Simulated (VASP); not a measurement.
**Ir: single point with r2SCAN**

Ir:

```
CELL_PARAMETERS angstrom
3.44128 0.00000 0.00000
-1.72064 2.98024 0.00000
0.00000 0.00000 5.67812
ATOMIC_POSITIONS crystal
Ir 0.33333 0.66667 0.43750
Ir 0.66667 0.33333 0.93750
Ir 0.66667 0.33333 0.56250
Ir 0.33333 0.66667 0.06250
```

This isn't the form of Ir at room conditions, which is fcc.

```json
{
  "Program": "VASP 6.6.1",
  "Task": "single point",
  "Functional": "r2SCAN",
  "Potentials or basis": "VASP PAW PBE potentials, release 64 (Ir_sv_GW)",
  "Cutoff": "620 eV",
  "k mesh": "6 × 6 × 4",
  "Occupations": "gaussian, width 0.1 eV",
  "Spin": "no spin polarisation",
  "Dipole correction": "no",
  "Further INCAR settings": "ALGO = Normal; EDIFF = 1e-06; NBANDS = 42"
}
```

```
Pressure               : 183.3 GPa
Largest force          : 0.846 eV/Å
Band gap on the k mesh : zero (bands 34 and 35 overlap by 0.84 eV)
```

Forces in eV/Å, atoms in the order of the input:
```
Ir   0.000  0.000 -0.846
Ir   0.000  0.000 -0.846
Ir   0.000  0.000  0.846
Ir   0.000  0.000  0.846
```

Stress tensor (GPa, compression positive):
```
186.63   0.00   0.00
  0.00 186.63   0.00
  0.00   0.00 176.57
```

Levels at points of the mesh, in eV from the Fermi level:
```
           k point  band 32  band 33  band 34  band 35  band 36  band 37
(0.00, 0.00, 0.00)    -2.64    -1.80    -1.80     1.01     1.01     2.20
(0.50, 0.00, 0.00)    -2.01    -1.41    -0.13     1.10     1.17     2.08
(0.00, 0.00, 0.50)    -2.11    -2.11    -2.11     1.52     1.52     1.52
(0.50, 0.00, 0.50)    -2.44     0.01     0.01     0.73     0.73     0.85
```

Run time: 110 s on 1 thread of Intel(R) Xeon(R) 6975P-C (Granite Rapids), with other jobs on the host, peak memory 0.21 GiB.

Caveat: the stress differs along the axes, from 177 to 187 GPa; the PAW data sets were made with another functional, which shifts forces and pressure a little; spin-orbit coupling is left out, which moves the levels of the heavy elements.
